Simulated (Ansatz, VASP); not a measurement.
## One calculation of PbF2, two programs

```xyz
3
Lattice="0.0000 2.9458 2.9458 2.9458 0.0000 2.9458 2.9458 2.9458 0.0000" Properties=species:S:1:pos:R:3 pbc="T T T"
Pb    0.0000    0.0000    0.0000
F     1.4729    1.4729    1.4729
F     4.4187    4.4187    4.4187
```

Alike in both runs: task single point; functional PBE; k mesh 6 × 6 × 6; no spin polarisation.

```csv
,VASP,Ansatz
version,VASP 6.6.1,Ansatz 0.2.0
potentials or method,"VASP PAW PBE potentials, release 64 (Pb_d, F), cutoff 520 eV",plane waves
occupations,"gaussian, width 0.01 eV",fixed
valence electrons in the cell,28,28
```

Ansatz gave:

* gap on the k mesh at the Fermi level (eV): 4.44
* pressure (GPa): 4.2

Problem. What did VASP give for the same quantities?

Solution. gap on the k mesh at the Fermi level (eV): 4.44; pressure (GPa): 4.0.

Spin-orbit coupling is off throughout.
